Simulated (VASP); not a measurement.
# C in VASP: notebook, part 2 of 2

VASP 6.6.1. The steps go on from the part before.

## (3) Single point, HSE06

POSCAR reads:

```
C
1.0
    7.5340620000      0.0000000000      0.0000000000
    0.0000000000      7.5340620000      0.0000000000
    0.0000000000      0.0000000000      7.5340620000
C
64
Direct
    0.0360810000      0.2559960000      0.0512110000
    0.0256730000      0.2363330000      0.3812630000
    0.9703990000      0.5640610000      0.9440780000
    0.4494360000      0.2917520000      0.5660200000
    0.6983480000      0.8686590000      0.8998240000
    0.6435690000      0.1956420000      0.3421340000
    0.2401130000      0.4093620000      0.7875670000
    0.4272560000      0.7245770000      0.6220730000
    0.9493720000      0.2492260000      0.2110550000
    0.2173500000      0.2745540000      0.3708610000
    0.9516630000      0.5678390000      0.1272070000
    0.1501400000      0.7968610000      0.5437570000
    0.5541310000      0.9323990000      0.1651150000
    0.9928270000      0.1505950000      0.7077860000
    0.7063120000      0.6309210000      0.3739050000
    0.6674040000      0.5065200000      0.5306460000
    0.6048490000      0.0255240000      0.7876630000
    0.3722210000      0.0029130000      0.4450300000
    0.1868070000      0.7832580000      0.2355830000
    0.5071380000      0.8637350000      0.5065730000
    0.2370210000      0.2172990000      0.0410250000
    0.9908970000      0.5528340000      0.6233980000
    0.4314970000      0.8148550000      0.0233210000
    0.5055370000      0.5709170000      0.6253520000
    0.2521930000      0.4612140000      0.3010720000
    0.3832950000      0.5141610000      0.1482150000
    0.3671650000      0.7137630000      0.1775250000
    0.2175760000      0.8851140000      0.4049620000
    0.5091840000      0.3584710000      0.8653730000
    0.0991330000      0.5998490000      0.2816650000
    0.6075330000      0.5511970000      0.0961830000
    0.8070120000      0.8890110000      0.7375680000
    0.0637140000      0.8920030000      0.1119580000
    0.2385450000      0.0817010000      0.8865480000
    0.3337630000      0.3845550000      0.9742120000
    0.1181950000      0.5725220000      0.7777160000
    0.7585040000      0.0698650000      0.4589000000
    0.8975470000      0.2567570000      0.9003760000
    0.6336720000      0.5021780000      0.9172260000
    0.5889030000      0.7037670000      0.9569900000
    0.4685570000      0.0853290000      0.2742290000
    0.3051840000      0.1723690000      0.5424890000
    0.7373590000      0.9797020000      0.0687170000
    0.2881830000      0.8849280000      0.8784530000
    0.7589890000      0.2816050000      0.1957810000
    0.1890390000      0.1989220000      0.7225050000
    0.0247060000      0.6584880000      0.4672230000
    0.8226770000      0.4599590000      0.8553470000
    0.7357540000      0.1769580000      0.0130110000
    0.8275100000      0.4954800000      0.6600310000
    0.6643320000      0.9664690000      0.6062540000
    0.9716530000      0.9639210000      0.7717290000
    0.3018570000      0.1742970000      0.2169260000
    0.5894060000      0.3297380000      0.4694340000
    0.5449960000      0.7736210000      0.3166430000
    0.2503560000      0.7537130000      0.7131640000
    0.9264430000      0.1669890000      0.5201530000
    0.4176110000      0.4190830000      0.6998560000
    0.8533290000      0.9225230000      0.3612960000
    0.0981910000      0.9351520000      0.9280600000
    0.7634210000      0.5102850000      0.2050380000
    0.5949970000      0.1841460000      0.8786350000
    0.8551680000      0.7468130000      0.4223840000
    0.9001340000      0.9370210000      0.1806870000
```

INCAR.step1 reads:

```
SYSTEM = C
  PREC = Accurate
  ENCUT = 520
  EDIFF = 1E-5
  ISMEAR = -1
  SIGMA = 0.05
  LREAL = Auto
  LASPH = .TRUE.
  NELM = 120
  ALGO = Normal
  ISIF = 2
  LWAVE = .TRUE.
  LCHARG = .FALSE.
  GGA = PE
  NBANDS = 166
  GGA_COMPAT = .FALSE.
```

INCAR.step2 reads:

```
SYSTEM = C
  PREC = Accurate
  ENCUT = 520
  EDIFF = 1E-6
  ISMEAR = -1
  SIGMA = 0.05
  LREAL = Auto
  LASPH = .TRUE.
  NELM = 120
  ALGO = Normal
  ISIF = 2
  LWAVE = .FALSE.
  LCHARG = .FALSE.
  GGA = PE
  LHFCALC = .TRUE.
  HFSCREEN = 0.2079
  PRECFOCK = Fast
  ISTART = 1
  NBANDS = 166
  GGA_COMPAT = .FALSE.
```

KPOINTS reads:

```
regular mesh
0
G
  1 1 1
  0 0 0
```

Potentials or basis: VASP PAW PBE potentials, release 64 (C).

Run with:

```bash
> cat potpaw_PBE.64/C/POTCAR > POTCAR
> cp INCAR.step1 INCAR
> mpirun -np 1 vasp_gam > vasp.out
> cp INCAR.step2 INCAR
> mpirun -np 1 vasp_gam > vasp.out
```

OUTCAR:

```text
SYSTEM = C
   PREC = Accurate
   ENCUT = 520
   EDIFF = 1E-6
   ISMEAR = -1
   LREAL = Auto
   LASPH = .TRUE.
   NELM = 120
   ISIF = 2
   GGA = PE
   LHFCALC = .TRUE.
   HFSCREEN = 0.2079
   PRECFOCK = Fast
   ISTART = 1

 ion  position               nearest neighbor table
   1  0.036  0.256  0.051-   9 1.37  38 1.54  21 1.54
   2  0.026  0.236  0.381-  57 1.39   9 1.41  10 1.47
   3  0.970  0.564  0.944-  11 1.39  48 1.52  36 1.68
   4  0.449  0.292  0.566-  54 1.31  58 1.41  42 1.42
   5  0.698  0.869  0.900-  32 1.48  43 1.55  40 1.55  17 1.61
   6  0.644  0.196  0.342-  54 1.45  45 1.55  37 1.56  41 1.64
   7  0.240  0.409  0.788-  58 1.49  36 1.54  35 1.58  46 1.70
   8  0.427  0.725  0.622-  24 1.30  20 1.49  56 1.52
   9  0.949  0.249  0.211-   1 1.37   2 1.41  45 1.46
  10  0.217  0.275  0.371-   2 1.47  53 1.52  25 1.52  42 1.64
  11  0.952  0.568  0.127-   3 1.39  61 1.59  30 1.63
  12  0.150  0.797  0.544-  28 1.34  56 1.52  47 1.52
  13  0.554  0.932  0.165-  41 1.56  43 1.60  55 1.66  23 1.67
  14  0.993  0.151  0.708-  52 1.50  57 1.50  46 1.53  38 1.81
[... 346 lines left out ...]
 Fermi energy:         8.2255412367

 k-point     1 :       0.0000    0.0000    0.0000
  band No.  band energies     occupation
      1     -15.8539      2.00000
      2     -14.4239      2.00000
      3     -14.2415      2.00000
      4     -14.1614      2.00000
      5     -13.9497      2.00000
      6     -13.7731      2.00000
[... 132 lines left out ...]
    139      11.8633      0.00000
    140      12.1785      0.00000
 [bands above 140 left out]

------------------------ aborting loop because EDIFF is reached ----------------------------------------

  FORCE on cell =-STRESS in cart. coord.  units (eV):
  Direction    XX          YY          ZZ          XY          YZ          ZX
  --------------------------------------------------------------------------------------
  -------------------------------------------------------------------------------------
  Total      -10.1092320     -9.7361449    -15.4231785      3.4285002    -10.9499860     -8.3144736
  in kB      -37.8740001    -36.4762382    -57.7825759     12.8447954    -41.0238651    -31.1499800
  external PRESSURE =     -44.0442714 kB  Pullay stress =       0.0000000 kB

 VOLUME and BASIS-vectors are now :
 -----------------------------------------------------------------------------
  energy-cutoff  :      520.00
  volume of cell :      427.65
      direct lattice vectors                 reciprocal lattice vectors
     7.534062000  0.000000000  0.000000000     0.132730524  0.000000000  0.000000000
     0.000000000  7.534062000  0.000000000     0.000000000  0.132730524  0.000000000
     0.000000000  0.000000000  7.534062000     0.000000000  0.000000000  0.132730524

 POSITION                                       TOTAL-FORCE (eV/Angst)
 -----------------------------------------------------------------------------------
      0.27184      1.92869      0.38583        -0.168559     -0.126897      0.610711
      0.19342      1.78055      2.87246        -0.263366     -0.203291      0.308229
      7.31105      4.24967      7.11274        -0.087561      0.002292      0.330670
      3.38608      2.19808      4.26443         0.364997      0.229747     -0.299825
      5.26140      6.54453      6.77933         0.044671      0.103273     -0.060969
      4.84869      1.47398      2.57766         0.000060     -0.019211      0.038402
[... 56 lines left out ...]
      6.44289      5.62654      3.18227         0.098719      0.186218     -0.166819
      6.78167      7.05957      1.36131         0.630443     -0.176283     -0.052107
 -----------------------------------------------------------------------------------
    total drift:                                0.087980     -0.013524      0.070654

  FREE ENERGIE OF THE ION-ELECTRON SYSTEM (eV)
  ---------------------------------------------------
  free  energy   TOTEN  =      -624.4666843383 eV

  energy  without entropy=     -624.4666763196  energy(sigma->0) =     -624.46668033
```

OUTCAR.step1:

```text
SYSTEM = C
   PREC = Accurate
   ENCUT = 520
   EDIFF = 1E-5
   ISMEAR = -1
[... 530 lines left out ...]
      5.26140      6.54453      6.77933         0.034070     -0.037608     -0.001440
      4.84869      1.47398      2.57766        -0.000516      0.046764      0.001131
[... 56 lines left out ...]
      6.44289      5.62654      3.18227        -0.014348      0.035060      0.008201
      6.78167      7.05957      1.36131         0.070587     -0.043991     -0.021348
 -----------------------------------------------------------------------------------
    total drift:                                0.084466     -0.016247      0.074901

  FREE ENERGIE OF THE ION-ELECTRON SYSTEM (eV)
  ---------------------------------------------------
  free  energy   TOTEN  =      -536.4842700870 eV

  energy  without entropy=     -536.4787973700  energy(sigma->0) =     -536.48153373
```

OSZICAR.step1:

```text
N       E                     dE             d eps       ncg     rms          rms(c)
DAV:   1     0.173135428216E+04    0.17314E+04   -0.15644E+05   340   0.158E+03
DAV:   2    -0.403484484893E+03   -0.21348E+04   -0.20060E+04   426   0.349E+02
DAV:   3    -0.558088882023E+03   -0.15460E+03   -0.15033E+03   408   0.918E+01
DAV:   4    -0.562241690989E+03   -0.41528E+01   -0.41205E+01   408   0.160E+01
DAV:   5    -0.562379331309E+03   -0.13764E+00   -0.13740E+00   424   0.272E+00    0.321E+01
DAV:   6    -0.541828952946E+03    0.20550E+02   -0.20278E+01   376   0.126E+01    0.187E+01
DAV:   7    -0.536665042241E+03    0.51639E+01   -0.22444E+01   392   0.119E+01    0.669E+00
DAV:   8    -0.536533686048E+03    0.13136E+00   -0.21946E+00   392   0.444E+00    0.435E+00
DAV:   9    -0.536472225520E+03    0.61461E-01   -0.47460E-01   392   0.217E+00    0.184E+00
DAV:  10    -0.536485503182E+03   -0.13278E-01   -0.13749E-01   384   0.990E-01    0.516E-01
DAV:  11    -0.536483616485E+03    0.18867E-02   -0.13358E-02   384   0.399E-01    0.270E-01
DAV:  12    -0.536483966286E+03   -0.34980E-03   -0.57920E-03   392   0.216E-01    0.108E-01
DAV:  13    -0.536484133550E+03   -0.16726E-03   -0.89925E-04   392   0.873E-02    0.512E-02
DAV:  14    -0.536484216333E+03   -0.82783E-04   -0.15128E-04   384   0.345E-02    0.290E-02
DAV:  15    -0.536484263430E+03   -0.47097E-04   -0.50936E-05   360   0.206E-02    0.915E-03
DAV:  16    -0.536484270087E+03   -0.66571E-05   -0.80994E-06   240   0.836E-03
   1 F= -.53648427E+03 E0= -.53648153E+03  d E =-.547272E-02
```

Wall time 9.2 min (1 thread of AMD EPYC 7R43 (Zen 3), shared host); peak memory 0.5 GiB.

Results:

```
Free energy   : -624.4667 eV
Pressure      : -4.4 GPa
Largest force : 0.681 eV/Å
```

Forces in eV/Å, atoms in the order of the input:
```
C   -0.169 -0.127  0.611
C   -0.263 -0.203  0.308
C   -0.088  0.002  0.331
C    0.365  0.230 -0.300
C    0.045  0.103 -0.061
C    0.000 -0.019  0.038
C    0.119 -0.030  0.069
C    0.272 -0.562 -0.030
C    0.194  0.034 -0.502
C    0.129 -0.229 -0.005
C    0.023 -0.043 -0.451
C    0.245  0.164 -0.614
C   -0.017 -0.093 -0.033
C    0.039  0.000  0.133
C   -0.087  0.023  0.150
C   -0.105 -0.035 -0.051
C    0.092  0.428  0.332
C    0.027 -0.014 -0.053
C   -0.061 -0.062  0.021
C   -0.031  0.042 -0.002
C    0.001  0.036 -0.064
C   -0.624 -0.082  0.141
C    0.063 -0.063  0.118
C   -0.316  0.426 -0.042
C    0.023 -0.072 -0.059
C    0.101  0.119 -0.046
C    0.059  0.090 -0.023
C   -0.078 -0.409  0.471
C   -0.162  0.185 -0.100
C    0.041  0.048  0.011
C    0.024 -0.009 -0.215
C    0.375  0.226  0.164
C   -0.407  0.133  0.198
C   -0.241 -0.169  0.063
C    0.046 -0.063 -0.157
C    0.031 -0.011 -0.033
C   -0.090 -0.108 -0.146
C   -0.077  0.019 -0.110
C   -0.072 -0.004  0.196
C    0.023 -0.041  0.141
C    0.047 -0.024  0.123
C    0.016  0.130 -0.120
C   -0.055  0.014 -0.053
C   -0.291  0.066  0.002
C    0.041  0.065 -0.014
C    0.035  0.034  0.057
C    0.008  0.051 -0.190
C    0.085 -0.036  0.077
C    0.061 -0.069  0.014
C    0.551  0.295 -0.126
C   -0.023 -0.046  0.057
C   -0.454 -0.126  0.063
C   -0.171  0.275  0.114
C   -0.444 -0.081  0.417
C   -0.110  0.020 -0.066
C   -0.014  0.013  0.046
C    0.248  0.178 -0.420
C    0.135 -0.093  0.109
C   -0.130 -0.232  0.043
C    0.253  0.095 -0.062
C   -0.055  0.003 -0.041
C    0.090 -0.401 -0.211
C    0.099  0.186 -0.167
C    0.630 -0.176 -0.052
```

Caveat: the k points lie up to 0.83 Å⁻¹ apart; the PAW data sets were made with another functional, which shifts forces and pressure a little.
